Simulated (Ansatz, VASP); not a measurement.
**Two plane-wave programs on Ag3BrO**

Contents of INCAR:

```
SYSTEM = Ag3BrO
ALGO = Normal ; EDIFF = 1E-6
ENCUT = 520 ; GGA = PE
ISIF = 2 ; ISMEAR = 0
ISPIN = 2 ; LASPH = .TRUE.
LCHARG = .TRUE. ; LELF = .TRUE.
LMAXMIX = 4 ; LORBIT = 11
LREAL = .FALSE. ; LVHAR = .TRUE.
LWAVE = .FALSE. ; MAGMOM = 1 1 1 1 1 1 0 0 0 0
NBANDS = 61 ; NELM = 150
PREC = Accurate ; SIGMA = 0.1
```

The input KPOINTS:

```
k-points
0
G
  3 3 4
  0 0 0
```

The input POSCAR:

```
Ag3BrO
1.0
    6.2448172264      0.0000000000      0.0000000000
   -3.1224086132      5.4081703601      0.0000000000
    0.0000000000      0.0000000000      5.4580793399
Ag Br O
6 2 2
Direct
    0.8229508508      0.6459017015      0.7500000000
    0.3540982985      0.1770491492      0.7500000000
    0.8229508508      0.1770491492      0.7500000000
    0.1770491492      0.3540982985      0.2500000000
    0.6459017015      0.8229508508      0.2500000000
    0.1770491492      0.8229508508      0.2500000000
    0.3333333333      0.6666666667      0.7500000000
    0.6666666667      0.3333333333      0.2500000000
    0.0000000000      0.0000000000      0.0000000000
    0.0000000000      0.0000000000      0.5000000000
```

Input for Ansatz:

```yaml
crystal:
  lattice:
    - [6.2448172264, 0.0, 0.0]
    - [-3.1224086132, 5.4081703601, 0.0]
    - [0.0, 0.0, 5.4580793399]
  atoms:
    - { symbol: Ag, position: [0.8229508508, 0.6459017015, 0.75], spin: 1.0 }
    - { symbol: Ag, position: [0.3540982985, 0.1770491492, 0.75], spin: 1.0 }
    - { symbol: Ag, position: [0.8229508508, 0.1770491492, 0.75], spin: 1.0 }
    - { symbol: Ag, position: [0.1770491492, 0.3540982985, 0.25], spin: 1.0 }
    - { symbol: Ag, position: [0.6459017015, 0.8229508508, 0.25], spin: 1.0 }
    - { symbol: Ag, position: [0.1770491492, 0.8229508508, 0.25], spin: 1.0 }
    - { symbol: Br, position: [0.3333333333, 0.6666666667, 0.75] }
    - { symbol: Br, position: [0.6666666667, 0.3333333333, 0.25] }
    - { symbol: O, position: [0.0, 0.0, 0.0] }
    - { symbol: O, position: [0.0, 0.0, 0.5] }
basis:
  ecutwfc: 420
kpoints:
  mp_grid: { grid: [3, 3, 4] }
hamiltonian:
  xc: pbe
scf:
  occupations: { method: gaussian, width: 0.1 }
  lower_state_search: "off"
output:
  forces: true
  stress: true
  eigenvalues: true
  populations: true
magnetization:
  spin_polarized: true
```

Alike in both runs: task single point; functional PBE; k mesh 3 × 3 × 4; occupations gaussian, width 0.1 eV; collinear spin.

|  | VASP | Ansatz |
| --- | --- | --- |
| version | VASP 6.6.1 | Ansatz 0.2.0 |
| potentials or method | VASP PAW PBE potentials, release 64 (Ag, Br, O), cutoff 520 eV | scalar-relativistic, plane waves, PAW |
| valence electrons in the cell | 92 | 140 |

|  | VASP | Ansatz | Ansatz less VASP |
| --- | --- | --- | --- |
| gap on the k mesh at the Fermi level (eV) | none | none | - |
| pressure (GPa) | -0.2 | -0.1 | +0.11 |
| traceless stress, the component that is largest in VASP (GPa) | 0.26 | 0.24 | -0.019 |
| rms of the force components (eV/Å) | 0.015 | 0.017 | +0.0011 |
| net moment per atom (μB) | 0.00 | 0.00 | 0.000 |

Atom by atom the forces differ by 0.001 eV/Å (rms over components). A gap of «none» marks a metal or a gap that the smearing closes. With one functional, cell and mesh, what is left measures potentials, basis and numerics. VASP's potentials hold 92 valence electrons a cell and Ansatz's 140, so a difference there can come from the potentials and not from the codes. Ansatz's warnings: filled band counts differ across k points, seeded moment not kept.

The k mesh is coarse, so the values compare programs but aren't converged.
